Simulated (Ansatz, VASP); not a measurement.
# Si2W: VASP beside Ansatz

```
Si W
1.0
     4.71723    0.00000    0.00000
    -2.35862    4.08525    0.00000
     0.00000    0.00000    6.36025
Si W
6 3
Cartesian
  2.3586 2.9014 3.1801
  -1.3334 3.4933 5.3002
  1.3334 3.4933 1.0600
  0.0000 1.1838 3.1801
  3.6920 0.5919 5.3002
  1.0252 0.5919 1.0600
  -1.1793 2.0426 1.0600
  1.1793 2.0426 5.3002
  2.3586 0.0000 3.1801
```

Alike in both runs: task single point; functional PBE; k mesh 9 × 9 × 6; occupations gaussian, width 0.03 eV; no spin polarisation.

|  | VASP | Ansatz |
| --- | --- | --- |
| version | VASP 6.6.1 | Ansatz 0.2.0 |
| potentials or method | VASP PAW PBE potentials, release 64 (Si, W_sv), cutoff 520 eV | scalar-relativistic, plane waves, PAW |
| valence electrons in the cell | 66 | 66 |

|  | VASP | Ansatz | Ansatz less VASP |
| --- | --- | --- | --- |
| gap on the k mesh at the Fermi level (eV) | none | none | - |
| pressure (GPa) | 4.3 | 4.4 | +0.02 |
| traceless stress, the component that is largest in VASP (GPa) | 7.97 | 8.00 | +0.029 |
| rms of the force components (eV/Å) | 1.249 | 1.255 | +0.0057 |

Atom by atom the forces differ by 0.006 eV/Å (rms over components). A gap of «none» marks a metal or a gap that the smearing closes. With one functional, cell and mesh, what is left measures potentials, basis and numerics.

Neither program's run includes spin-orbit coupling.
